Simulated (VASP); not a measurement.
Write the native input for VASP 6.6.1 that does the following.

| Property | Result |
| --- | --- |
| Task | single point |
| Functional | r2SCAN |
| Potentials or basis | VASP PAW PBE potentials, release 64 (Cu) |
| Cutoff | 660 eV |
| k mesh | 10 × 10 × 10 |
| Occupations | fermi-dirac, width 0.05 eV |
| Spin | no spin polarisation |
| Dipole correction | no |
| Further INCAR settings | ALGO = Normal; EDIFF = 1e-06; NBANDS = 12 |

Crystal: Cu.

```
Cu
1.0
     0.00000    1.80750    1.80750
     1.80750    0.00000    1.80750
     1.80750    1.80750    0.00000
Cu
1
Direct
  0.00000 0.00000 0.00000
```

One way to write it, as run:

POSCAR

```
Cu
1.0
    0.0000000000      1.8075000000      1.8075000000
    1.8075000000      0.0000000000      1.8075000000
    1.8075000000      1.8075000000      0.0000000000
Cu
1
Direct
    0.0000000000      0.0000000000      0.0000000000
```

INCAR.step1

```
SYSTEM = Cu
ALGO = Normal
EDIFF = 1E-5
ENCUT = 660
GGA = PE
GGA_COMPAT = .FALSE.
ISMEAR = -1
LASPH = .TRUE.
LCHARG = .FALSE.
LREAL = .FALSE.
LWAVE = .TRUE.
NBANDS = 12
NELM = 120
PREC = Accurate
SIGMA = 0.05
```

INCAR.step2

```
SYSTEM = Cu
ALGO = Normal
EDIFF = 1E-6
ENCUT = 660
GGA_COMPAT = .FALSE.
ISIF = 2
ISMEAR = -1
ISTART = 1
LASPH = .TRUE.
LCHARG = .FALSE.
LMIXTAU = .TRUE.
LREAL = .FALSE.
LWAVE = .FALSE.
METAGGA = R2SCAN
NBANDS = 12
NELM = 120
PREC = Accurate
SIGMA = 0.05
```

KPOINTS

```
k-points
0
G
  10 10 10
  0 0 0
```

Potentials or basis: VASP PAW PBE potentials, release 64 (Cu).

Command:

```sh
$ cat potpaw_PBE.64/Cu/POTCAR > POTCAR
$ cp INCAR.step1 INCAR
$ mpirun -np 1 vasp_std > vasp.out
$ cp INCAR.step2 INCAR
$ mpirun -np 1 vasp_std > vasp.out
```

It gave:

- Pressure: -4.3 GPa
- Band gap on the k mesh: zero (an odd number of electrons rules out a gap without spin polarisation)

Caveat: the cell stands under tension; the PAW data sets were made with another functional, which shifts forces and pressure a little.

Wall time 66 s on 1 thread of AMD EPYC 7R43 64-Core Processor (Zen 3) (shared host), peak memory 0.11 GiB.
